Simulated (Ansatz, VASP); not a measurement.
# ZnS in VASP and in Ansatz

```xyz
8
Lattice="5.4093 0.0000 0.0000 0.0000 -5.4093 0.0000 0.0000 0.0000 -5.4093" Properties=species:S:1:pos:R:3 pbc="T T T"
Zn    0.0000   -2.7046   -2.7046
Zn    2.7046    0.0000   -2.7046
Zn    2.7046   -2.7046    0.0000
Zn    0.0000    0.0000    0.0000
S     4.0570   -4.0570   -4.0570
S     1.3523   -1.3523   -4.0570
S     1.3523   -4.0570   -1.3523
S     4.0570   -1.3523   -1.3523
```

Alike in both runs: task single point; functional LDA; k mesh 6 × 6 × 6; occupations gaussian, width 0.02 eV; no spin polarisation.

|  | VASP | Ansatz |
| --- | --- | --- |
| version | VASP 6.6.1 | Ansatz 0.2.0 |
| potentials or method | VASP PAW LDA potentials, release 64 (Zn, S), cutoff 520 eV | scalar-relativistic, plane waves, PAW |
| valence electrons in the cell | 72 | 72 |

```tsv
	VASP	Ansatz	Ansatz less VASP
gap on the k mesh at the Fermi level (eV)	1.88	1.85	-0.031
least direct gap on the mesh (eV)	1.88	1.85	-0.031
pressure (GPa)	-4.6	-4.7	-0.19
```

LDA's correlation is that of Perdew and Zunger in VASP and of Perdew and Wang (1992) in Ansatz.
